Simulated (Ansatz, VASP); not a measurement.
# GaP2 in VASP and in Ansatz

The input INCAR:

```
PREC = Accurate
ENCUT = 600
EDIFF = 1E-6
ISMEAR = 0
SIGMA = 0.1
LREAL = False
LASPH = True
NELM = 100
ALGO = Normal
ISIF = 3
LWAVE = False
LCHARG = False
GGA = PE
IBRION = 2
NSW = 90
EDIFFG = -0.04
```

KPOINTS

```
Automatic mesh
0
Gamma
  6 6 4
```

POSCAR

```
GaP2
1.0
    4.4565489400      0.0000000000      0.0000000000
   -2.2282744700      3.8594846000      0.0000000000
    0.0000000000      0.0000000000      7.0489615400
Ga P
2 4
Direct
    0.0000000000      0.0000000000      0.2500000000
    0.0000000000      0.0000000000      0.7500000000
    0.3333333300      0.6666666700      0.4540000000
    0.6666666700      0.3333333300      0.9540000000
    0.3333333300      0.6666666700      0.0460000000
    0.6666666700      0.3333333300      0.5460000000
```

Input for Ansatz:

```yaml
crystal:
  lattice:
    - [4.45654894, 0.0, 0.0]
    - [-2.22827447, 3.8594846, 0.0]
    - [0.0, 0.0, 7.04896154]
  atoms:
    - { symbol: Ga, position: [0.0, 0.0, 0.25] }
    - { symbol: Ga, position: [0.0, 0.0, 0.75] }
    - { symbol: P, position: [0.33333333, 0.66666667, 0.454] }
    - { symbol: P, position: [0.66666667, 0.33333333, 0.954] }
    - { symbol: P, position: [0.33333333, 0.66666667, 0.046] }
    - { symbol: P, position: [0.66666667, 0.33333333, 0.546] }
basis:
  ecutwfc: 420
kpoints:
  mp_grid: { grid: [6, 6, 4] }
hamiltonian:
  xc: pbe
scf:
  occupations: { method: gaussian, width: 0.1 }
  lower_state_search: "off"
output:
  forces: true
  stress: true
  eigenvalues: true
relax:
  adjacent_minimum: "off"
  f_tol: 0.04
  max_steps: 70
  cell: { stress_tol: 0.4 }
```

Change from the starting cell: species swapped into the EuIn2 type (P6_3/mmc, No. 194).

Alike in both runs: task relaxation of cell and atoms; functional PBE; k mesh 6 × 6 × 4; occupations gaussian, width 0.1 eV; no spin polarisation.

|  | VASP | Ansatz |
| --- | --- | --- |
| version | VASP 6.6.1 | Ansatz 0.2.0 |
| potentials or method | VASP PAW PBE potentials, release 64 (Ga_d, P), cutoff 600 eV | scalar-relativistic, plane waves, PAW |
| valence electrons in the cell | 46 | 46 |

VASP gave:

| Item | Value |
| --- | --- |
| gap on the k mesh at the Fermi level, each at its own relaxed structure (eV) | none |
| relaxed volume (Å³/atom) | 18.09 |
| relaxed length of the cell vector where the two differ most in proportion (Å) | 7.814 |

Q: Which values does Ansatz return?

A: gap on the k mesh at the Fermi level, each at its own relaxed structure (eV): none; relaxed volume (Å³/atom): 16.64; relaxed length of the cell vector where the two differ most in proportion (Å): 9.768.

A gap of «none» marks a metal or a gap that the smearing closes.
